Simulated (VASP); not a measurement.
Input of a VASP 6.6.1 run:

INCAR

```
SYSTEM = Ta3W
PREC = Accurate ; ENCUT = 520
EDIFF = 1E-6 ; ISMEAR = 0
SIGMA = 0.1 ; LREAL = .FALSE.
LASPH = .TRUE. ; NELM = 80
ALGO = Fast ; ISIF = 2
LWAVE = .FALSE. ; LCHARG = .TRUE.
GGA = PS ; LELF = .TRUE.
LVHAR = .TRUE. ; NBANDS = 32
```

File KPOINTS:

```
Automatic mesh
0
G
  12 12 12
  0 0 0
```

Contents of POSCAR:

```
Ta3W
1.0
    0.0000000000      3.4207956839      3.4207956839
    3.4207956839      0.0000000000      3.4207956839
    3.4207956839      3.4207956839      0.0000000000
Ta W
3 1
Direct
    0.2500000000      0.2500000000      0.2500000000
    0.7500000000      0.7500000000      0.7500000000
    0.5000000000      0.5000000000      0.5000000000
    0.0000000000      0.0000000000      0.0000000000
```

Potentials or basis: VASP PAW PBE potentials, release 64 (Ta_pv, W_sv).

The run is started by

```bash
$ cat potpaw_PBE.64/Ta_pv/POTCAR potpaw_PBE.64/W_sv/POTCAR > POTCAR
$ mpirun -np 1 vasp_std > vasp.out
```

Problem. Estimate the pressure.

Solution. -27.4 GPa.

Caveat: the cell differs from its parent crystal (strained); the PAW data sets were made with another functional, which shifts forces and pressure a little.
